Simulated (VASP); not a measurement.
# Pd in VASP: a series of runs, part 3 of 3

VASP 6.6.1. Earlier steps stand in the parts before.

## 7. Single point, PBE (the cell strained at random)

The input, INCAR:

```
SYSTEM = Pd
  ALGO = Fast
  EDIFF = 1E-6
  ENCUT = 520
  GGA = PE
  ISIF = 2
  ISMEAR = 0
  LASPH = .True.
  LCHARG = .False.
  LREAL = .False.
  LWAVE = .False.
  NBANDS = 11
  NELM = 60
  PREC = Accurate
  SIGMA = 0.1
```

The input, KPOINTS:

```
k-points
0
Gamma
  16 16 16
  0 0 0
```

The input, POSCAR:

```
Pd
1.0
   -0.0041620860      2.0163750750      2.0149358490
    2.0241741240      0.0019060020      2.0088677610
    2.0326927860      2.0188256490     -0.0066126600
Pd
1
Direct
    0.0000000000      0.0000000000      0.0000000000
```

Potentials or basis: VASP PAW PBE potentials, release 64 (Pd).

Command:

```
cat potpaw_PBE.64/Pd/POTCAR > POTCAR
mpirun -np 1 vasp_std > vasp.out
```

OUTCAR:

```text
SYSTEM = Pd
   EDIFF = 1E-6
   ENCUT = 520
   GGA = PE
   ISIF = 2
   ISMEAR = 0
   LASPH = .True.
   LREAL = .False.
   NELM = 60
   PREC = Accurate

 ion  position               nearest neighbor table
   1  0.000  0.000  0.000-

  LATTYP: Found a triclinic cell.
 ALAT       =     2.8505705116
 B/A-ratio  =     1.4149087333
 C/A-ratio  =     3.6014417605
 COS(alpha) =     0.0001574374
 COS(beta)  =     0.6930984995
 COS(gamma) =     0.7072609927

  Lattice vectors:

 A1 = (   0.0041620860,  -2.0163750750,  -2.0149358490)
 A2 = (  -0.0043565760,  -4.0332947220,   0.0005445720)
 A3 = (  -1.9988126280,  -0.0008168580, -10.0697003010)

Analysis of symmetry for initial positions (statically):
=====================================================================
 Subroutine PRICEL returns:
 Original cell was already a primitive cell.

 Routine SETGRP: Setting up the symmetry group for a
 triclinic supercell.

 Subroutine GETGRP returns: Found  2 space group operations
 (whereof  2 operations were pure point group operations)
 out of a pool of  2 trial point group operations.

The static configuration has the point symmetry S_2 .

Analysis of symmetry for dynamics (positions and initial velocities):
=====================================================================
 Subroutine PRICEL returns:
 Original cell was already a primitive cell.

 Routine SETGRP: Setting up the symmetry group for a
 triclinic supercell.

 Subroutine GETGRP returns: Found  2 space group operations
 (whereof  2 operations were pure point group operations)
 out of a pool of  2 trial point group operations.

The dynamic configuration has the point symmetry S_2 .

 Subroutine INISYM returns: Found  2 space group operations
 (whereof  2 operations are pure point group operations),
 and found     1 'primitive' translations

----------------------------------------------------------------------------------------

                                     Primitive cell

  volume of cell :      16.5037

  direct lattice vectors                    reciprocal lattice vectors
    -0.004162086  2.016375075  2.014935849    -0.245736874  0.248235091  0.247373717
     2.024174124  0.001906002  2.008867761     0.247286310 -0.248169764  0.248857826
     2.032692786  2.018825649 -0.006612660     0.245205117  0.247638007 -0.247308390

  length of vectors
     2.850570512  2.851812441  2.864880572     0.428019892  0.429731274  0.427330752

  position of ions in fractional coordinates (direct lattice)
     0.000000000  0.000000000  0.000000000

  ion indices of the primitive-cell ions
   primitive index   ion index
                 1           1

----------------------------------------------------------------------------------------

 KPOINTS: k-points

Automatic generation of k-mesh.
 Grid dimensions read from file:
 generate k-points for:   16   16   16

 Generating k-lattice:

  Cartesian coordinates                     Fractional coordinates (reciprocal lattice)
    -0.015358555  0.015514693  0.015460857     0.062500000 -0.000000000 -0.000000000
     0.015455394 -0.015510610  0.015553614     0.000000000  0.062500000 -0.000000000
     0.015325320  0.015477375 -0.015456774    -0.000000000 -0.000000000  0.062500000

  Length of vectors
     0.026751243  0.026858205  0.026708172

  Shift w.r.t. Gamma in fractional coordinates (k-lattice)
     0.000000000  0.000000000  0.000000000

 Subroutine IBZKPT returns following result:
 ===========================================

 Found   2052 irreducible k-points:

 Following reciprocal coordinates:
            Coordinates               Weight
  0.000000  0.000000  0.000000      1.000000
  0.062500  0.000000 -0.000000      2.000000
  0.125000  0.000000 -0.000000      2.000000
  0.187500  0.000000 -0.000000      2.000000
  0.250000  0.000000 -0.000000      2.000000
  0.312500  0.000000 -0.000000      2.000000
[... 16 lines left out ...]
 -0.187500  0.062500  0.000000      2.000000
 -0.125000  0.062500  0.000000      2.000000
 [... further k-points ...]
   k-points           NKPTS =   2052   k-points in BZ     NKDIM =   2052   number of bands    NBANDS=     11
   number of dos      NEDOS =    301   number of ions     NIONS =      1
   total plane-waves  NPLWV =  13824
   dimension x,y,z NGX =    24 NGY =   24 NGZ =   24
   dimension x,y,z NGXF=    48 NGYF=   48 NGZF=   48
   ions per type =               1
   NGX,Y,Z   is equivalent  to a cutoff of  14.00, 13.99, 13.93 a.u.
   NGXF,Y,Z  is equivalent  to a cutoff of  27.99, 27.98, 27.85 a.u.
 SYSTEM =  Pd
   PREC   = accura    normal or accurate (medium, high low for compatibility)
   ISTART =      0    job   : 0-new  1-cont  2-samecut
   ICHARG =      2    charge: 1-file 2-atom 10-const
   ISPIN  =      1    spin polarized calculation?
   LNONCOLLINEAR =      F non collinear calculations
   LSORBIT =      F    spin-orbit coupling
   LASPH  =      T    aspherical Exc in radial PAW
   ENCUT  =  520.0 eV  38.22 Ry    6.18 a.u.   5.30  5.30  5.33*2*pi/ulx,y,z
   NELM   =     60;   NELMIN=  2; NELMDL= -5     # of ELM steps
   EDIFF  = 0.1E-05   stopping-criterion for ELM
   LREAL  =      F    real-space projection
   EDIFFG = 0.1E-04   stopping-criterion for IOM
   NSW    =      0    number of steps for IOM
   IBRION =     -1    ionic relax: 0-MD 1-quasi-New 2-CG
   NFREE  =      0    steps in history (QN), initial steepest desc. (CG)
   ISIF   =      2    stress and relaxation
   ISYM   =      2    0-nonsym 1-usesym 2-fastsym
   POTIM  = 0.5000    time-step for ionic-motion
   TEBEG  =    0.0;   TEEND  =   0.0 temperature during run
   PSTRESS=    0.0 pullay stress
   NELECT =      10.0000    total number of electrons
   NUPDOWN=      -1.0000    fix difference up-down
   EMIN   =  10.00;   EMAX   =-10.00  energy-range for DOS
   EFERMI =   0.00;   METHOD = LEGACY
   ISMEAR =     0;   SIGMA  =   0.10  broadening in eV -4-tet -1-fermi 0-gaus
   EFERMI_NEDOS =   21; number of points for ismear=-14 and -15
   IALGO  =     68    algorithm
   IMIX   =      4    mixing-type and parameters
     AMIX     =   0.40;   BMIX     =  1.00
     AMIX_MAG =   1.60;   BMIX_MAG =  1.00
  volume/ion in A,a.u.               =      16.50       111.37
  Fermi-wavevector in a.u.,A,eV,Ry     =   1.385313  2.617861 26.110816  1.919091
  Thomas-Fermi vector in A             =   2.509734
   LORBIT       =      0    0 simple, 1 ext, 2 COOP (PROOUT), +10 PAW based schemes
   GGA     = PE    functional components
   LHFCALC =     F    Hartree Fock is set to
   AEXX    =    0.0000 exact exchange contribution
   IVDW    =     0    specifies the selected vdW correction
   LEPSILON=     F    determine dielectric tensor
   LRPA    =     F    only Hartree local field effects (RPA)
 non-spin polarized calculation
 RMM-DIIS sequential band-by-band and
 Gauss-broadening in eV      SIGMA  =   0.10
  energy-cutoff  :      520.00
  volume of cell :       16.50
 maximum number of plane-waves:       459
 NGX is ok and might be reduce to    24
   NGX = 11   NGY = 11   NGZ = 11

 number of electron      10.0000000 magnetization

 Free energy of the ion-electron system (eV)
  ---------------------------------------------------
  ext. energy  EPLUGINS =         0.00000000
  ---------------------------------------------------
  free energy    TOTEN  =        -5.18189545 eV

  energy without entropy =       -5.16842583  energy(sigma->0) =       -5.17516064

 E-fermi :   8.0153     XC(G=0): -12.4931

 val. band max:        8.0149886975   @ k =   0.5000   0.1875   0.0000
 cond. band min:       8.0153970692   @ k =   0.4375  -0.0625   0.3125
 fundamental gap:      0.0004083717
 Fermi energy:         8.0153034343

 k-point     1 :       0.0000    0.0000    0.0000
  band No.  band energies     occupation
      1       1.6969      2.00000
      2       5.5928      2.00000
      3       5.6571      2.00000
      4       5.6713      2.00000
      5       6.9499      2.00000
      6       7.0082      2.00000
      7      25.0787      0.00000
      8      29.0738      0.00000
      9      29.2644      0.00000
     10      29.3297      0.00000
     11      34.0243      0.00000
[... 309 lines left out ...]
 k-point    24 :      -0.1250    0.0625    0.0000
  band No.  band energies     occupation
      1       2.4691      2.00000
      2       5.3996      2.00000
      3       5.8372      2.00000
      4       5.9133      2.00000
      5       6.7675      2.00000
      6       7.0715      2.00000
      7      25.0258      0.00000
      8      26.1368      0.00000
      9      28.8386      0.00000
     10      30.5426      0.00000
     11      32.4137      0.00000

 [... further k-points ...]

------------------------ aborting loop because EDIFF is reached ----------------------------------------

  FORCE on cell =-STRESS in cart. coord.  units (eV):
  Direction    XX          YY          ZZ          XY          YZ          ZX
  --------------------------------------------------------------------------------------
  -------------------------------------------------------------------------------------
  Total       -1.0737591     -1.0496848     -1.0464541     -0.0090397      0.0012787      0.0265899
  in kB     -104.2404444   -101.9033096   -101.5896794     -0.8775722      0.1241394      2.5813416
  external PRESSURE =    -102.5778111 kB  Pullay stress =       0.0000000 kB

 VOLUME and BASIS-vectors are now :
 -----------------------------------------------------------------------------
  energy-cutoff  :      520.00
  volume of cell :       16.50
      direct lattice vectors                 reciprocal lattice vectors
    -0.004162086  2.016375075  2.014935849    -0.245736874  0.248235091  0.247373717
     2.024174124  0.001906002  2.008867761     0.247286310 -0.248169764  0.248857826
     2.032692786  2.018825649 -0.006612660     0.245205117  0.247638007 -0.247308390

 POSITION                                       TOTAL-FORCE (eV/Angst)
 -----------------------------------------------------------------------------------
      0.00000      0.00000      0.00000         0.000000      0.000000     -0.000000
 -----------------------------------------------------------------------------------
    total drift:                                0.000000      0.000000     -0.000000

  FREE ENERGIE OF THE ION-ELECTRON SYSTEM (eV)
  ---------------------------------------------------
  free  energy   TOTEN  =        -5.1818954472 eV

  energy  without entropy=       -5.1684258344  energy(sigma->0) =       -5.17516064
```

OSZICAR:

```text
N       E                     dE             d eps       ncg     rms          rms(c)
DAV:   1     0.420695098860E+02    0.42070E+02   -0.50861E+03 45483   0.839E+02
DAV:   2    -0.483472784244E+01   -0.46904E+02   -0.45228E+02 50966   0.178E+02
DAV:   3    -0.542139866168E+01   -0.58667E+00   -0.58294E+00 53690   0.212E+01
DAV:   4    -0.542450663635E+01   -0.31080E-02   -0.31075E-02 53477   0.165E+00
DAV:   5    -0.542454735625E+01   -0.40720E-04   -0.40720E-04 58363   0.167E-01    0.564E+00
RMM:   6    -0.518860775235E+01    0.23594E+00   -0.38904E-01 46239   0.570E+00    0.273E+00
RMM:   7    -0.518409452887E+01    0.45132E-02   -0.50697E-03 51394   0.801E-01    0.156E+00
RMM:   8    -0.518188185544E+01    0.22127E-02   -0.55060E-04 51782   0.214E-01    0.224E-02
RMM:   9    -0.518189287460E+01   -0.11019E-04   -0.63375E-05 57625   0.620E-02    0.106E-02
RMM:  10    -0.518189502783E+01   -0.21532E-05   -0.94239E-06 57114   0.226E-02    0.429E-03
RMM:  11    -0.518189544723E+01   -0.41940E-06   -0.30389E-06 51700   0.114E-02
   1 F= -.51818954E+01 E0= -.51751606E+01  d E =-.134696E-01
```

Wall time 5.2 min (1 thread of Intel Xeon 8259CL, shared host); peak memory 0.47 GiB.

Results:

- Free energy: -5.1819 eV
- Pressure: -10.3 GPa
- Band gap on the k mesh: zero (bands 5 and 6 overlap by 1.31 eV)

Levels at points of the mesh, in eV from the Fermi level:
| k point | band 3 | band 4 | band 5 | band 6 | band 7 | band 8 |
| --- | --- | --- | --- | --- | --- | --- |
| (0.00, 0.00, 0.00) | -2.36 | -2.34 | -1.07 | -1.01 | 17.06 | 21.06 |
| (0.50, 0.00, 0.00) | -2.37 | -0.06 | -0.02 | 1.23 | 6.45 | 16.41 |
| (0.00, 0.50, 0.00) | -2.37 | -0.04 | -0.02 | 1.28 | 6.53 | 16.35 |
| (0.50, 0.50, 0.00) | -0.07 | 0.20 | 0.24 | 3.40 | 9.72 | 12.49 |
| (0.00, 0.00, 0.50) | -2.39 | -0.06 | -0.03 | 1.21 | 6.41 | 16.43 |
| (0.50, 0.00, 0.50) | -0.06 | 0.20 | 0.24 | 3.39 | 9.71 | 12.43 |
| (0.00, 0.50, 0.50) | -0.06 | 0.22 | 0.22 | 3.27 | 9.53 | 12.66 |
| (0.50, 0.50, 0.50) | -2.37 | -0.05 | -0.02 | 1.26 | 6.50 | 16.37 |

Caveat: the cell differs from its parent crystal (the cell strained at random); the cell stands under tension.

## 8. Overview

| cell | k mesh | gap on the mesh (eV) | pressure (GPa) |
| --- | --- | --- | --- |
| a = 2.762 Å, angles 60.0°, 1 atom | 18 × 18 × 18 | none | 4.6 |
| a = 2.814 Å, angles 60.0°, 1 atom | 18 × 18 × 18 | none | -4.7 |
| a = 2.677, b = 2.636, c = 2.636 Å, angles 61.0, 59.5, 59.5°, 1 atom | 16 × 16 × 16 | none | 38.8 |
| a = 2.755, b = 2.782, c = 2.778 Å, angles 59.6, 59.7, 59.7°, 1 atom | 16 × 16 × 16 | none | 4.5 |
| a = 2.843, b = 2.846, c = 2.854 Å, angles 60.3, 60.3, 59.7°, 1 atom | 16 × 16 × 16 | none | -9.2 |
| a = 2.851, b = 2.852, c = 2.865 Å, angles 59.8, 60.3, 60.2°, 1 atom | 16 × 16 × 16 | none | -10.3 |

Alike in all rows: task single point; level PBE; potentials or basis VASP PAW PBE potentials, release 64 (Pd); no spin polarisation; cutoff (eV) 520; smearing gaussian 0.1 eV.

Caveats: the cell stands under pressure (at least some runs); the cell stands under tension (at least some runs).

Total energies depend on the potentials used, so only differences within one code and one set of settings carry meaning.
